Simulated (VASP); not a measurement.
Set up this calculation in VASP 6.6.1, as the native input.

* Task: single point
* Functional: PBEsol
* Potentials or basis: VASP PAW PBE potentials, release 64 (Te, Mo_sv)
* Cutoff: 520 eV
* k mesh: 6 × 6 × 1
* Occupations: gaussian, width 0.1 eV
* Spin: no spin polarisation
* Dipole correction: no
* Further INCAR settings: ALGO = Normal; EDIFF = 1e-06; NBANDS = 35

The structure of Te2Mo lies in POSCAR:

```
Te2Mo
1.0
    3.5603900000      0.0000000000      0.0000000000
   -1.7802000000      3.0833900000      0.0000000000
    0.0000000000      0.0000000000     25.8112600000
Te Mo
4 2
Direct
    0.3333333333      0.6666666667      0.0762949855
    0.6666666667      0.3333333333      0.7462816543
    0.6666666667      0.3333333333      0.8849622333
    0.3333333333      0.6666666667      0.2149755644
    0.3333333333      0.6666666667      0.8155882998
    0.6666666667      0.3333333333      0.1456689189
```

The input as run:

INCAR

```
SYSTEM = Te2Mo
  ALGO = Normal
  EDIFF = 1E-6
  ENCUT = 520
  GGA = PS
  ISIF = 2
  ISMEAR = 0
  LASPH = .True.
  LCHARG = .False.
  LREAL = .False.
  LWAVE = .False.
  NBANDS = 35
  NELM = 80
  PREC = Accurate
  SIGMA = 0.1
```

KPOINTS

```
k-points
0
Gamma
  6 6 1
  0 0 0
```

Potentials or basis: VASP PAW PBE potentials, release 64 (Te, Mo_sv).

The run is started by

```console
$ cat potpaw_PBE.64/Te/POTCAR potpaw_PBE.64/Mo_sv/POTCAR > POTCAR
$ mpirun -np 1 vasp_std > vasp.out
```

Results of the run:

```yaml
Largest_force: 0.129 eV/Å
Band_gap_on_the_k_mesh: 1.04 eV
```

Caveat: there is no dipole correction, which matters where the two faces differ; the PAW data sets were made with another functional, which shifts forces and pressure a little; spin-orbit coupling is left out, which moves the levels of the heavy elements.

Run time: 3.4 min on 1 thread of Intel Xeon 8259CL (shared host), peak memory 0.41 GiB.
